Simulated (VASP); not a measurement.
# P in VASP: notebook

Runs on P. Level: PBE. Tasks: single point.

Program: VASP 6.6.1. These are calculated values, not measurements. Logs are shortened: lines on timing, memory, paths and dates and some standing lists are left out, and cuts for length are marked.

## Step 1: The cell of the first run

Symmetry: P2/m, No. 10, monoclinic system. Conventional cell: a = 4.574 Å, b = 3.311 Å, c = 5.936 Å, α = 90.00°, β = 102.73°, γ = 90.00°. Within 2.9 Å of P (site symmetry m) lie 3 P at 2.23 to 2.27 Å. Within 2.9 Å of P (site symmetry m) lie 3 P at 2.23 to 2.27 Å.

## Step 2: Single point, PBE

The input, INCAR:

```
PREC = Accurate
ENCUT = 520
EDIFF = 1E-7
ISMEAR = 0
SIGMA = 0.1
LREAL = False
LASPH = True
NELM = 80
ALGO = Normal
ISIF = 2
LWAVE = False
LCHARG = True
GGA = PE
LELF = True
LVHAR = True
NBANDS = 18
```

The input, KPOINTS:

```
regular mesh
0
Gamma
  4 6 4
```

The input, POSCAR:

```
P
1.0
    4.5738937503      0.0000000000      0.0000000000
    0.0000000000      3.3109929948      0.0000000000
   -1.3081314916      0.0000000000      5.7904069029
P
4
Direct
    0.5356300572      0.0000000000      0.8169694725
    0.1383726107      0.5000000000      0.1839748635
    0.4643699428      0.0000000000      0.1830305275
    0.8616273893      0.5000000000      0.8160251365
```

Potentials or basis: VASP PAW PBE potentials, release 64 (P).

On the command line:

```
$ cat potpaw_PBE.64/P/POTCAR > POTCAR
$ mpirun -np 1 vasp_std > vasp.out
```

OUTCAR:

```text
PREC = Accurate
   ENCUT = 520
   EDIFF = 1E-7
   ISMEAR = 0
   LREAL = False
   LASPH = True
   NELM = 80
   ISIF = 2
   GGA = PE

 ion  position               nearest neighbor table
   1  0.536  0.000  0.817-   4 2.23   4 2.23   3 2.27
   2  0.138  0.500  0.184-   3 2.23   3 2.23   4 2.27
   3  0.464  0.000  0.183-   2 2.23   2 2.23   1 2.27
   4  0.862  0.500  0.816-   1 2.23   1 2.23   2 2.27

  LATTYP: Found a simple monoclinic cell.
 ALAT       =     4.5738937503
 B/A-ratio  =     0.7238893546
 C/A-ratio  =     1.2978724144
 COS(beta)  =    -0.2203602859

  Lattice vectors:

 A1 = (   4.5738937503,   0.0000000000,   0.0000000000)
 A2 = (   0.0000000000,   3.3109929948,   0.0000000000)
 A3 = (  -1.3081314916,   0.0000000000,   5.7904069029)

Analysis of symmetry for initial positions (statically):
=====================================================================
 Subroutine PRICEL returns:
 Original cell was already a primitive cell.

 Routine SETGRP: Setting up the symmetry group for a
 simple monoclinic supercell.

 Subroutine GETGRP returns: Found  4 space group operations
 (whereof  4 operations were pure point group operations)
 out of a pool of  4 trial point group operations.

The static configuration has the point symmetry C_2h.

Analysis of symmetry for dynamics (positions and initial velocities):
=====================================================================
 Subroutine PRICEL returns:
 Original cell was already a primitive cell.

 Routine SETGRP: Setting up the symmetry group for a
 simple monoclinic supercell.

 Subroutine GETGRP returns: Found  4 space group operations
 (whereof  4 operations were pure point group operations)
 out of a pool of  4 trial point group operations.

The dynamic configuration has the point symmetry C_2h.

 Subroutine INISYM returns: Found  4 space group operations
 (whereof  4 operations are pure point group operations),
 and found     1 'primitive' translations

----------------------------------------------------------------------------------------

                                     Primitive cell

  volume of cell :      87.6907

  direct lattice vectors                    reciprocal lattice vectors
     4.573893750  0.000000000  0.000000000     0.218632101  0.000000000  0.049391958
     0.000000000  3.310992995  0.000000000     0.000000000  0.302024197  0.000000000
    -1.308131492  0.000000000  5.790406903     0.000000000  0.000000000  0.172699435

  length of vectors
     4.573893750  3.310992995  5.936330525     0.224141833  0.302024197  0.172699435

  position of ions in fractional coordinates (direct lattice)
     0.535630057  0.000000000  0.816969472
     0.138372611  0.500000000  0.183974863
     0.464369943  0.000000000  0.183030528
     0.861627389  0.500000000  0.816025137

  ion indices of the primitive-cell ions
   primitive index   ion index
                 1           1
                 2           2
                 3           3
                 4           4

----------------------------------------------------------------------------------------

 KPOINTS: regular mesh

Automatic generation of k-mesh.
 Grid dimensions read from file:
 generate k-points for:    4    6    4

 Generating k-lattice:

  Cartesian coordinates                     Fractional coordinates (reciprocal lattice)
     0.054658025  0.000000000  0.012347990     0.250000000  0.000000000  0.000000000
     0.000000000  0.050337366  0.000000000     0.000000000  0.166666667  0.000000000
     0.000000000  0.000000000  0.043174859     0.000000000  0.000000000  0.250000000

  Length of vectors
     0.056035458  0.050337366  0.043174859

  Shift w.r.t. Gamma in fractional coordinates (k-lattice)
     0.000000000  0.000000000  0.000000000

 Subroutine IBZKPT returns following result:
 ===========================================

 Found     40 irreducible k-points:

 Following reciprocal coordinates:
            Coordinates               Weight
  0.000000  0.000000  0.000000      1.000000
  0.250000  0.000000  0.000000      2.000000
  0.500000  0.000000  0.000000      1.000000
  0.000000  0.166667  0.000000      2.000000
  0.250000  0.166667  0.000000      4.000000
  0.500000  0.166667  0.000000      2.000000
[... 16 lines left out ...]
  0.500000  0.333333  0.250000      4.000000
 -0.250000  0.333333  0.250000      4.000000
 [... further k-points ...]
   k-points           NKPTS =     40   k-points in BZ     NKDIM =     40   number of bands    NBANDS=     18
   number of dos      NEDOS =    301   number of ions     NIONS =      4
   total plane-waves  NPLWV =  48384
   dimension x,y,z NGX =    36 NGY =   28 NGZ =   48
   dimension x,y,z NGXF=    72 NGYF=   56 NGZF=   96
   ions per type =               4
   NGX,Y,Z   is equivalent  to a cutoff of  13.08, 14.06, 13.44 a.u.
   NGXF,Y,Z  is equivalent  to a cutoff of  26.17, 28.12, 26.88 a.u.
 SYSTEM =  unknown system
   PREC   = accura    normal or accurate (medium, high low for compatibility)
   ISTART =      0    job   : 0-new  1-cont  2-samecut
   ICHARG =      2    charge: 1-file 2-atom 10-const
   ISPIN  =      1    spin polarized calculation?
   LNONCOLLINEAR =      F non collinear calculations
   LSORBIT =      F    spin-orbit coupling
   LASPH  =      T    aspherical Exc in radial PAW
   ENCUT  =  520.0 eV  38.22 Ry    6.18 a.u.   8.50  6.16 11.04*2*pi/ulx,y,z
   NELM   =     80;   NELMIN=  2; NELMDL= -5     # of ELM steps
   EDIFF  = 0.1E-06   stopping-criterion for ELM
   LREAL  =      F    real-space projection
   EDIFFG = 0.1E-05   stopping-criterion for IOM
   NSW    =      0    number of steps for IOM
   IBRION =     -1    ionic relax: 0-MD 1-quasi-New 2-CG
   NFREE  =      0    steps in history (QN), initial steepest desc. (CG)
   ISIF   =      2    stress and relaxation
   ISYM   =      2    0-nonsym 1-usesym 2-fastsym
   POTIM  = 0.5000    time-step for ionic-motion
   TEBEG  =    0.0;   TEEND  =   0.0 temperature during run
   PSTRESS=    0.0 pullay stress
   NELECT =      20.0000    total number of electrons
   NUPDOWN=      -1.0000    fix difference up-down
   EMIN   =  10.00;   EMAX   =-10.00  energy-range for DOS
   EFERMI =   0.00;   METHOD = LEGACY
   ISMEAR =     0;   SIGMA  =   0.10  broadening in eV -4-tet -1-fermi 0-gaus
[... 30 lines left out ...]

  energy without entropy =      -21.47924621  energy(sigma->0) =      -21.47937993

 E-fermi :   4.6919     XC(G=0):  -9.0472

 val. band max:        4.5673100183   @ k =   0.0000   0.0000   0.0000
 cond. band min:       4.8145027756   @ k =   0.0000   0.0000   0.5000
 fundamental gap:      0.2471927573
 Fermi energy:         4.6919452924

 k-point     1 :       0.0000    0.0000    0.0000
  band No.  band energies     occupation
      1     -10.3858      2.00000
      2      -7.7718      2.00000
      3      -4.4910      2.00000
      4      -1.4545      2.00000
      5      -0.1604      2.00000
      6       0.3104      2.00000
[... 10 lines left out ...]
     17      11.1649      0.00000
     18      12.2412      0.00000

 k-point     2 :       0.2500    0.0000    0.0000
  band No.  band energies     occupation
      1     -10.0759      2.00000
      2      -8.2219      2.00000
      3      -4.4646      2.00000
      4      -2.3775      2.00000
      5       0.0372      2.00000
      6       1.4432      2.00000
[... 10 lines left out ...]
     17      11.6816      0.00000
     18      11.7217      0.00000

 k-point     3 :       0.5000    0.0000    0.0000
  band No.  band energies     occupation
      1      -9.2740      2.00000
      2      -9.1882      2.00000
      3      -3.7944      2.00000
      4      -3.7160      2.00000
      5       1.0890      2.00000
      6       1.2801      2.00000
[... 10 lines left out ...]
     17      10.8340      0.00000
     18      11.1113      0.00000

 k-point     4 :       0.0000    0.1667    0.0000
  band No.  band energies     occupation
      1     -10.0582      2.00000
      2      -7.4305      2.00000
      3      -4.6971      2.00000
      4      -1.1919      2.00000
      5      -0.5729      2.00000
      6      -0.0943      2.00000
[... 10 lines left out ...]
     17      10.4526      0.00000
     18      11.6581      0.00000

 k-point     5 :       0.2500    0.1667    0.0000
  band No.  band energies     occupation
      1      -9.7523      2.00000
      2      -7.9047      2.00000
      3      -4.4978      2.00000
      4      -2.2724      2.00000
      5      -0.3312      2.00000
      6       0.0537      2.00000
[... 10 lines left out ...]
     17      11.2239      0.00000
     18      11.6864      0.00000

 k-point     6 :       0.5000    0.1667    0.0000
  band No.  band energies     occupation
      1      -8.9595      2.00000
      2      -8.8754      2.00000
      3      -3.6997      2.00000
      4      -3.6158      2.00000
      5       0.1132      2.00000
      6       0.2077      2.00000
[... 10 lines left out ...]
     17      11.2887      0.00000
     18      11.5081      0.00000

 k-point     7 :       0.0000    0.3333    0.0000
  band No.  band energies     occupation
      1      -9.0952      2.00000
      2      -6.4159      2.00000
      3      -5.8250      2.00000
      4      -2.5933      2.00000
      5      -0.8159      2.00000
      6      -0.5361      2.00000
[... 10 lines left out ...]
     17      10.7296      0.00000
     18      12.1438      0.00000

 k-point     8 :       0.2500    0.3333    0.0000
  band No.  band energies     occupation
      1      -8.8093      2.00000
      2      -7.0678      2.00000
      3      -5.1896      2.00000
      4      -3.0875      2.00000
      5      -1.2338      2.00000
      6      -0.4830      2.00000
[... 10 lines left out ...]
     17      11.1527      0.00000
     18      12.3610      0.00000
[... 229 lines left out ...]
     17      11.3622      0.00000
     18      11.4664      0.00000

 k-point    20 :      -0.2500    0.1667    0.2500
  band No.  band energies     occupation
      1      -9.7396      2.00000
      2      -7.9032      2.00000
      3      -4.5447      2.00000
      4      -2.4328      2.00000
      5      -0.3613      2.00000
      6       0.2664      2.00000
[... 10 lines left out ...]
     17      10.7373      0.00000
     18      11.5960      0.00000

 k-point    21 :       0.0000    0.3333    0.2500
  band No.  band energies     occupation
      1      -9.0539      2.00000
      2      -6.5330      2.00000
      3      -5.7996      2.00000
      4      -2.7000      2.00000
      5      -0.7864      2.00000
      6      -0.3020      2.00000
[... 10 lines left out ...]
     17      11.2839      0.00000
     18      11.8323      0.00000

 k-point    22 :       0.2500    0.3333    0.2500
  band No.  band energies     occupation
      1      -8.7519      2.00000
      2      -7.1481      2.00000
      3      -5.2247      2.00000
      4      -3.1537      2.00000
      5      -1.3102      2.00000
      6      -0.2794      2.00000
[... 10 lines left out ...]
     17      10.8578      0.00000
     18      12.0519      0.00000

 k-point    23 :       0.5000    0.3333    0.2500
  band No.  band energies     occupation
      1      -8.0640      2.00000
      2      -7.9836      2.00000
      3      -4.2141      2.00000
      4      -4.1819      2.00000
      5      -1.1802      2.00000
      6      -1.0470      2.00000
[... 10 lines left out ...]
     17      11.3210      0.00000
     18      11.5847      0.00000

 k-point    24 :      -0.2500    0.3333    0.2500
  band No.  band energies     occupation
      1      -8.7963      2.00000
      2      -7.0569      2.00000
      3      -5.2221      2.00000
      4      -3.1486      2.00000
      5      -1.2655      2.00000
      6      -0.5099      2.00000
[... 10 lines left out ...]
     17      11.0484      0.00000
     18      12.0653      0.00000

 [... further k-points ...]

------------------------ aborting loop because EDIFF is reached ----------------------------------------

  FORCE on cell =-STRESS in cart. coord.  units (eV):
  Direction    XX          YY          ZZ          XY          YZ          ZX
  --------------------------------------------------------------------------------------
  -------------------------------------------------------------------------------------
  Total       -0.1256411     -0.0465758     -0.4465193      0.0000000      0.0000000      0.0449842
  in kB       -2.2955606     -0.8509754     -8.1582578      0.0000000      0.0000000      0.8218969
  external PRESSURE =      -3.7682646 kB  Pullay stress =       0.0000000 kB

 VOLUME and BASIS-vectors are now :
 -----------------------------------------------------------------------------
  energy-cutoff  :      520.00
  volume of cell :       87.69
      direct lattice vectors                 reciprocal lattice vectors
     4.573893750  0.000000000  0.000000000     0.218632101  0.000000000  0.049391958
     0.000000000  3.310992995  0.000000000     0.000000000  0.302024197  0.000000000
    -1.308131492  0.000000000  5.790406903     0.000000000  0.000000000  0.172699435

 POSITION                                       TOTAL-FORCE (eV/Angst)
 -----------------------------------------------------------------------------------
      1.38121      0.00000      4.73059         0.017987     -0.000000      0.051672
      0.39224      1.65550      1.06529         0.014444      0.000000     -0.136380
      1.88455      0.00000      1.05982        -0.017987      0.000000     -0.051672
      2.87352      1.65550      4.72512        -0.014444      0.000000      0.136380
 -----------------------------------------------------------------------------------
    total drift:                                0.000000     -0.000000     -0.000000

  FREE ENERGIE OF THE ION-ELECTRON SYSTEM (eV)
  ---------------------------------------------------
  free  energy   TOTEN  =       -21.4795136460 eV

  energy  without entropy=      -21.4792462148  energy(sigma->0) =      -21.47937993
```

Wall time 65 s (1 thread of Intel Xeon 8259CL, shared host); peak memory 0.22 GiB.

What came out:

| Property | Result |
| --- | --- |
| Free energy | -21.4795 eV |
| Pressure | -0.4 GPa |
| Largest force | 0.137 eV/Å |
| Band gap on the k mesh | 0.25 eV (least direct gap 0.32 eV) |

Forces on the atoms (eV/Å):
```
P    0.018  0.000  0.052
P    0.014  0.000 -0.136
P   -0.018  0.000 -0.052
P   -0.014  0.000  0.136
```

Caveat: semilocal functionals underestimate gaps, and a narrow one can read as zero; this functional lacks dispersion, which binds layers or chains, so the pressure and a relaxed spacing across them are unreliable. A k mesh can miss the band edges.

## Step 3: Single point, PBE

This run uses another cell than the first one, of 21.97 Å³/atom.

The input, INCAR:

```
SYSTEM = P
PREC = Accurate
ENCUT = 520
EDIFF = 1E-6
ISMEAR = 0
SIGMA = 0.01
LREAL = .False.
LASPH = .True.
NELM = 100
ALGO = Normal
ISIF = 2
LWAVE = .False.
LCHARG = .False.
GGA = PE
NBANDS = 18
```

The input, KPOINTS:

```
Automatic mesh
0
Gamma
  8 10 6
  0 0 0
```

The input, POSCAR:

```
P
1.0
    4.5927901823      0.0000000000      0.0462078592
    0.0000000000      3.3051054067      0.0000000000
   -1.2550381531      0.0000000000      5.7775083765
P
4
Direct
    0.5408078537      0.0000000000      0.8171949766
    0.1341879553      0.5000000000      0.1830384065
    0.4591921463      0.0000000000      0.1828050234
    0.8658120447      0.5000000000      0.8169615935
```

Potentials or basis: VASP PAW PBE potentials, release 64 (P).

On the command line:

```
$ cat potpaw_PBE.64/P/POTCAR > POTCAR
$ mpirun -np 1 vasp_std > vasp.out
```

It took 4.3 min on 1 thread of Intel Xeon 8259CL, shared host; peak memory 0.32 GiB.

It converged, with:

```
Free energy            : -21.4982 eV
Pressure               : -0.3 GPa
Largest force          : 0.051 eV/Å
Band gap on the k mesh : 0.33 eV
```

Forces on the atoms (eV/Å):
```
P    0.034  0.000  0.035
P    0.035  0.000 -0.037
P   -0.034  0.000 -0.035
P   -0.035  0.000  0.037
```

Levels at points of the mesh, in eV from the valence-band top:
| k point | band 7 | band 8 | band 9 | band 10 | band 11 | band 12 | band 13 | band 14 |
| --- | --- | --- | --- | --- | --- | --- | --- | --- |
| (0.00, 0.00, 0.00) | -3.33 | -2.09 | -1.66 | -0.08 | 1.56 | 1.63 | 2.78 | 3.35 |
| (0.50, 0.00, 0.00) | -2.52 | -2.48 | -1.18 | -1.02 | 2.02 | 2.23 | 3.66 | 3.69 |
| (0.00, 0.50, 0.00) | -2.65 | -2.59 | -2.45 | -2.18 | 1.39 | 1.41 | 1.95 | 2.02 |
| (0.50, 0.50, 0.00) | -4.56 | -4.46 | -1.55 | -1.52 | 1.72 | 2.63 | 3.90 | 3.94 |
| (0.00, 0.00, 0.50) | -3.27 | -1.77 | -1.15 | 0.00 | 0.33 | 1.76 | 2.59 | 3.34 |
| (0.50, 0.00, 0.50) | -2.52 | -2.45 | -1.37 | -1.09 | 1.90 | 2.19 | 3.13 | 3.32 |
| (0.00, 0.50, 0.50) | -2.83 | -2.77 | -1.73 | -1.47 | 1.00 | 1.08 | 2.24 | 2.36 |
| (0.50, 0.50, 0.50) | -4.76 | -4.68 | -0.80 | -0.77 | 2.00 | 3.14 | 3.89 | 3.93 |

Caveat: semilocal functionals underestimate gaps, and a narrow one can read as zero; this functional lacks dispersion, which binds layers or chains, so the pressure and a relaxed spacing across them are unreliable. A k mesh can miss the band edges.

## Step 4: Single point, PBE

This run uses another cell than the first one: it holds 8 atoms, not 4.

The input, INCAR:

```
  PREC = Accurate
  ENCUT = 520
  EDIFF = 1E-7
  ISMEAR = 0
  SIGMA = 0.2
  LREAL = False
  LASPH = True
  NELM = 60
  ALGO = Normal
  ISIF = 2
  LWAVE = False
  LCHARG = False
  GGA = PE
  NBANDS = 30
```

The input, KPOINTS:

```
regular mesh
0
Gamma
  6 4 4
```

The input, POSCAR:

```
P
1.0
    0.0009516805     -0.0025825679      3.3109918508
    1.7796820491     -5.6632804956      0.0024358592
    7.3371469790      6.4152372986     -0.0048012230
P
8
Direct
   -0.0003639287      0.2009230055      0.5177034853
   -0.0003578271      0.7013343766      1.0178241920
    0.5003255605      0.6353308844      0.3190492231
    0.5003787744      0.1356582691      0.8192210077
    0.0003851826      0.2996599514     -0.0177954796
    0.0003292404      0.7992152061      0.4820630424
    0.4996631695      0.8640616954      0.1810445358
    0.4996398283      0.3638166113      0.6808899931
```

On the command line:

```
$ cat potpaw_PBE.64/P/POTCAR > POTCAR
$ mpirun -np 1 vasp_std > vasp.out
```

Run time: 9 min. Hardware: 1 thread of Intel Xeon 8259CL, shared host; peak memory 0.38 GiB.

The run converged. Its results:

```yaml
Free_energy: -42.9739 eV
Pressure: -0.3 GPa
Largest_force: 0.080 eV/Å
Band_gap_on_the_k_mesh: 0.27 eV
```

Forces on the atoms (eV/Å):
```
P    0.044  0.047 -0.001
P    0.043  0.046  0.000
P    0.056 -0.057  0.001
P    0.054 -0.053  0.000
P   -0.044 -0.038  0.001
P   -0.042 -0.037  0.001
P   -0.056  0.048 -0.001
P   -0.054  0.045  0.000
```

Stress tensor (GPa, compression positive):
```
-0.41  0.08  0.00
 0.08 -0.36  0.01
 0.00  0.01 -0.25
```

Levels at points of the mesh, in eV from the valence-band top:
```
           k point  band 17  band 18  band 19  band 20  band 21  band 22  band 23  band 24
(0.00, 0.00, 0.00)    -1.68    -1.17    -0.99     0.00     1.53     1.70     1.99     2.22
(0.50, 0.00, 0.00)    -2.44    -2.19    -1.53    -1.51     1.39     1.41     1.70     1.92
(0.00, 0.50, 0.00)    -1.34    -1.34    -0.41    -0.41     1.48     1.48     1.97     1.97
(0.50, 0.50, 0.00)    -1.04    -1.04    -0.94    -0.94     1.46     1.46     1.64     1.64
(0.00, 0.00, 0.50)    -1.56    -1.56    -0.85    -0.84     1.83     1.83     2.15     2.16
(0.50, 0.00, 0.50)    -1.73    -1.73    -1.67    -1.67     1.85     1.85     1.92     1.92
(0.00, 0.50, 0.50)    -1.34    -1.16    -1.04    -0.07     0.27     1.73     1.88     2.18
(0.50, 0.50, 0.50)    -1.74    -1.49    -0.85    -0.83     1.03     1.10     1.95     2.25
```

Caveat: semilocal functionals underestimate gaps, and a narrow one can read as zero.

## Step 5: The runs side by side

```tsv
cell	k mesh	smearing	gap on the mesh (eV)	pressure (GPa)	largest force (eV/Å)
a = 4.574, b = 3.311, c = 5.936 Å, angles 90.0, 102.7, 90.0°, 4 atoms, atomic positions A	4 × 6 × 4	gaussian 0.1 eV	0.25	-0.4	0.14
a = 4.593, b = 3.305, c = 5.912 Å, angles 90.0, 101.7, 90.0°, 4 atoms, atomic positions B	8 × 10 × 6	gaussian 0.01 eV	0.33	-0.3	0.05
a = 3.311, b = 5.936, c = 9.746 Å, angles 113.7, 90.0, 89.9°, 8 atoms, atomic positions C	6 × 4 × 4	gaussian 0.2 eV	0.27	-0.3	0.08
```

Alike in all rows: task single point; level PBE; potentials or basis VASP PAW PBE potentials, release 64 (P); no spin polarisation; cutoff (eV) 520.

Caveats: semilocal functionals underestimate gaps, and a narrow one can read as zero; this functional lacks dispersion, which binds layers or chains, so the pressure and a relaxed spacing across them are unreliable (at least some runs).

Total energies depend on the potentials used, so only differences within one code and one set of settings carry meaning.
